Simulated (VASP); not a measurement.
Write the native input for VASP 6.6.1 that does the following.

```
Task                   : single point
Functional             : PBE
Potentials or basis    : VASP PAW PBE potentials, release 64 (Sr_sv, Cl)
Cutoff                 : 520 eV
k mesh                 : 6 × 6 × 6
Occupations            : gaussian, width 0.05 eV
Spin                   : no spin polarisation
Dipole correction      : no
Further INCAR settings : ALGO = Normal; EDIFF = 1e-06; NBANDS = 19
```

The structure of SrCl2 lies in POSCAR:

```
SrCl2
1.0
    0.0653531250      3.4855000000      3.4855000000
    3.5508531250      0.0000000000      3.5508531250
    3.4855000000      3.4855000000      0.0653531250
Sr Cl
1 2
Direct
    0.0000000000      0.0000000000      0.0000000000
    0.2500000000      0.2500000000      0.2500000000
    0.7500000000      0.7500000000      0.7500000000
```

This cell differs from its parent crystal: strain +0.0375 x Voigt [0, 0, 0, 0, 1, 0].

The input as run:

INCAR

```
PREC = Accurate
ENCUT = 520
EDIFF = 1E-6
ISMEAR = 0
SIGMA = 0.05
LREAL = False
LASPH = True
NELM = 100
ALGO = Normal
ISIF = 2
LWAVE = False
LCHARG = False
GGA = PE
NBANDS = 19
```

KPOINTS

```
regular mesh
0
Gamma
  6 6 6
```

Potentials or basis: VASP PAW PBE potentials, release 64 (Sr_sv, Cl).

Command:

```sh
$ cat potpaw_PBE.64/Sr_sv/POTCAR potpaw_PBE.64/Cl/POTCAR > POTCAR
$ mpirun -np 1 vasp_std > vasp.out
```

It gave:

* Pressure: 1.2 GPa
* Largest force: 0.097 eV/Å
* Band gap on the k mesh: 5.35 eV, indirect (least direct gap 5.51 eV)

Caveat: the cell differs from its parent crystal (strain +0.0375 x Voigt [0, 0, 0, 0, 1, 0]).

Wall time 2.8 min on 1 thread of AMD EPYC 7R13, on a shared host, peak memory 0.24 GiB.
